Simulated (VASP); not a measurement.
# MgO (Pm-3m) in VASP: a series of runs, part 2 of 2

VASP 6.6.1. The steps go on from the part before.

### Step 3. G0W0 quasiparticle levels, LDA

The input, POSCAR:

```
MgO
1.0
    2.6233491285      0.0000000000      0.0000000000
    0.0000000000      2.6233491285      0.0000000000
    0.0000000000      0.0000000000      2.6233491285
Mg O
1 1
Direct
    0.0000000000      0.0000000000      0.0000000000
    0.5000000000      0.5000000000      0.5000000000
```

The input, INCAR.step1:

```
PREC = Accurate
ENCUT = 500
EDIFF = 1E-8
ISMEAR = 0
SIGMA = 0.01
LREAL = False
LASPH = True
NELM = 60
ALGO = Normal
LWAVE = True
LCHARG = False
```

The input, INCAR.step2:

```
PREC = Accurate
ENCUT = 500
EDIFF = 1E-8
ISMEAR = 0
SIGMA = 0.01
LREAL = False
LASPH = True
NELM = 1
ALGO = Exact
LWAVE = True
LCHARG = False
NBANDS = 34
LOPTICS = True
ISTART = 1
```

The input, INCAR.step3:

```
PREC = Accurate
ENCUT = 500
EDIFF = 1E-8
ISMEAR = 0
SIGMA = 0.01
LREAL = False
LASPH = True
ALGO = EVGW0
LWAVE = False
LCHARG = False
NELMGW = 1
NBANDS = 34
ENCUTGW = 100.0
NOMEGA = 48
PRECFOCK = Fast
ISTART = 1
NBANDSGW = 12
```

The input, KPOINTS:

```
regular mesh
0
Gamma
  4 4 4
```

Potentials or basis: VASP PAW LDA potentials, release 64 (Mg_GW, O_GW).

The run is started by

```sh
> cat potpaw_LDA.64/Mg_GW/POTCAR potpaw_LDA.64/O_GW/POTCAR > POTCAR
> cp INCAR.step1 INCAR
> mpirun -np 1 vasp_std > vasp.out
> cp INCAR.step2 INCAR
> mpirun -np 1 vasp_std > vasp.out
> cp INCAR.step3 INCAR
> mpirun -np 1 vasp_std > vasp.out
```

OUTCAR:

```text
PREC = Accurate
   ENCUT = 500
   EDIFF = 1E-8
   ISMEAR = 0
   LREAL = False
   LASPH = True
   NELMGW = 1
   ENCUTGW = 100.0
   PRECFOCK = Fast
   ISTART = 1

 ion  position               nearest neighbor table
   1  0.000  0.000  0.000-
   2  0.500  0.500  0.500-

  LATTYP: Found a simple cubic cell.
 ALAT       =     2.6233491285

  Lattice vectors:

 A1 = (   2.6233491285,   0.0000000000,   0.0000000000)
 A2 = (   0.0000000000,   2.6233491285,   0.0000000000)
 A3 = (   0.0000000000,   0.0000000000,   2.6233491285)

Analysis of symmetry for initial positions (statically):
=====================================================================
 Subroutine PRICEL returns:
 Original cell was already a primitive cell.

 Routine SETGRP: Setting up the symmetry group for a
 simple cubic supercell.

 Subroutine GETGRP returns: Found 48 space group operations
 (whereof 48 operations were pure point group operations)
 out of a pool of 48 trial point group operations.

The static configuration has the point symmetry O_h .

Analysis of symmetry for dynamics (positions and initial velocities):
=====================================================================
 Subroutine PRICEL returns:
[... 106 lines left out ...]
   NUPDOWN=      -1.0000    fix difference up-down
   EMIN   =  10.00;   EMAX   =-10.00  energy-range for DOS
   EFERMI =   0.00;   METHOD = LEGACY
   ISMEAR =     0;   SIGMA  =   0.01  broadening in eV -4-tet -1-fermi 0-gaus
   EFERMI_NEDOS =   21; number of points for ismear=-14 and -15
   IALGO  =     38    algorithm
   IMIX   =      4    mixing-type and parameters
     AMIX     =   0.40;   BMIX     =  1.00
     AMIX_MAG =   1.60;   BMIX_MAG =  1.00
  volume/ion in A,a.u.               =       9.03        60.92
  Fermi-wavevector in a.u.,A,eV,Ry     =   1.248098  2.358563 21.194461  1.557749
  Thomas-Fermi vector in A             =   2.382200
   LORBIT       =      0    0 simple, 1 ext, 2 COOP (PROOUT), +10 PAW based schemes
   GGA     = CA    functional components
   LHFCALC =     T    Hartree Fock is set to
   PRECFOCK=fast      Normal, Fast or Accurate (Low or Medium for compatibility)
   ENCUT4O =  -1.0   cutoff for four orbital integrals eV
   NKREDX  =     1    reduce k-point grid by
   NKREDY  =     1    reduce k-point grid by
   NKREDZ  =     1    reduce k-point grid by
   AEXX    =    1.0000 exact exchange contribution
   HFSCREEN=    0.0000 screening length (either q_TF or 0.3 A-1)
   HFSCREENC=   0.0000 screening length for correlation (either q_TF or 0.3 A-1)
   ENCUTFOCK=  -1.0 apply spherical cutoff to Coloumb kernel
   IVDW    =     0    specifies the selected vdW correction
   LEPSILON=     F    determine dielectric tensor
   LRPA    =     F    only Hartree local field effects (RPA)
   LRPAFORCE           =     F    calculate RPA forces
   ENCUTGW             = 100.0    cutoff for response function in eV
   ENCUTGWSOFT         =  80.0    soft cutoff for Coulomb kernel in GW response function in eV
   ENCUTLF             =  -1.0    cutoff for local field effects
   NELMGW              =     1    number of iterations in solving QP/BSE equation
   NELMHF              =     1    number of iterations in the inner HF iteration
   NKREDLFX            =     1    NKREDLFY  =   1   NKREDLFZ  =   1
 non-spin polarized calculation
 Gauss-broadening in eV      SIGMA  =   0.01
  energy-cutoff  :      500.00
  volume of cell :       18.05
 maximum number of plane-waves:       480
 NGX is ok and might be reduce to    20
  NGX = 12; NGY = 12; NGZ = 12
   NGX =  9   NGY =  9   NGZ =  9
 maximum number of plane-waves:        48
 NGX is ok and might be reduce to    10

 QP shifts <psi_nk| G(iteration)W_0 |psi_nk>: iteration 1
 for sc-GW calculations column KS-energies equals QP-energies in previous step
 and V_xc(KS)=  KS-energies - (<T + V_ion + V_H > + <T+V_H+V_ion>^1  + <V_x>^1)

 k-point   1 :       0.0000    0.0000    0.0000
  band No.  KS-energies  QP-energies   sigma(KS)   V_xc(KS)     V^pw_x(r,r')   Z            occupation Imag(sigma)

      1     -13.4950     -15.2936     -20.2046     -17.5815     -29.3520       0.6857       2.0000       1.2788
      2       3.8240       3.1906     -20.1500     -19.3171     -24.6365       0.7605       2.0000       0.1451
      3       3.8240       3.1906     -20.1500     -19.3171     -24.6365       0.7605       2.0000       0.1451
      4       3.8240       3.1906     -20.1500     -19.3171     -24.6365       0.7605       2.0000       0.1451
      5       7.4033       8.7734     -11.0068     -12.6973      -7.6396       0.8105       0.0000      -0.0920
      6      15.0653      16.5834      -7.6897      -9.5673      -3.2565       0.8085       0.0000      -0.1276
      7      15.0653      16.5834      -7.6897      -9.5673      -3.2565       0.8085       0.0000      -0.1276
      8      24.8402      27.0545      -9.4783     -12.2689      -3.6206       0.7935       0.0000      -0.7772
      9      24.8402      27.0545      -9.4783     -12.2689      -3.6206       0.7935       0.0000      -0.7772
     10      24.8402      27.0545      -9.4783     -12.2689      -3.6206       0.7935       0.0000      -0.7772
     11      32.1688      34.2756      -7.6674     -10.2834      -2.4901       0.8054       0.0000      -0.6988
     12      32.1688      34.2756      -7.6674     -10.2834      -2.4901       0.8054       0.0000      -0.6988
[... 132 lines left out ...]
      1     -10.3569     -12.3291     -22.8157     -20.1531     -31.6824       0.7407       2.0000       1.1393
      2       1.1357       0.2512     -18.5353     -17.3435     -23.2987       0.7422       2.0000       0.1957
      3       1.1357       0.2512     -18.5353     -17.3435     -23.2987       0.7422       2.0000       0.1957
      4       1.1357       0.2512     -18.5353     -17.3435     -23.2987       0.7422       2.0000       0.1957
      5      12.1022      13.6612      -7.6078      -9.5232      -3.4219       0.8139       0.0000      -0.1169
      6      12.1022      13.6612      -7.6078      -9.5232      -3.4219       0.8139       0.0000      -0.1169
      7      12.1022      13.6612      -7.6078      -9.5232      -3.4219       0.8139       0.0000      -0.1169
      8      20.9408      22.7112      -6.9701      -9.2228      -1.6043       0.7859       0.0000      -0.4539
      9      23.5370      25.8052     -12.1440     -15.1205      -6.3334       0.7620       0.0000      -0.5813
     10      23.5370      25.8052     -12.1440     -15.1205      -6.3334       0.7620       0.0000      -0.5813
     11      23.5370      25.8052     -12.1440     -15.1205      -6.3334       0.7620       0.0000      -0.5813
     12      41.5639      45.0506     -10.2580     -14.0601      -4.5857       0.9170       0.0000      -2.0953
```

OUTCAR.step1:

```text
PREC = Accurate
   ENCUT = 500
   EDIFF = 1E-8
   ISMEAR = 0
   LREAL = False
[... 314 lines left out ...]
      0.00000      0.00000      0.00000         0.000000      0.000000      0.000000
      1.31167      1.31167      1.31167         0.000000      0.000000      0.000000
 -----------------------------------------------------------------------------------
    total drift:                                0.000000      0.000000      0.000000

  FREE ENERGIE OF THE ION-ELECTRON SYSTEM (eV)
  ---------------------------------------------------
  free  energy   TOTEN  =       -11.7437767615 eV

  energy  without entropy=      -11.7437767615  energy(sigma->0) =      -11.74377676
```

Wall time 16 s (1 thread of Intel Xeon Platinum 8259CL at 2.50GHz (Skylake/Cascade Lake), shared host); peak memory 0.18 GiB.

What came out:

```
Band gap on the k mesh, mean-field level : 2.54 eV, indirect (least direct gap 3.58 eV)
Quasiparticle gap                        : 4.42 eV
Least direct quasiparticle gap           : 5.58 eV
```

Caveat: the k points lie up to 0.60 Å⁻¹ apart; bands, screening cutoff and mesh are small and nothing is extrapolated, so the quasiparticle values aren't converged.
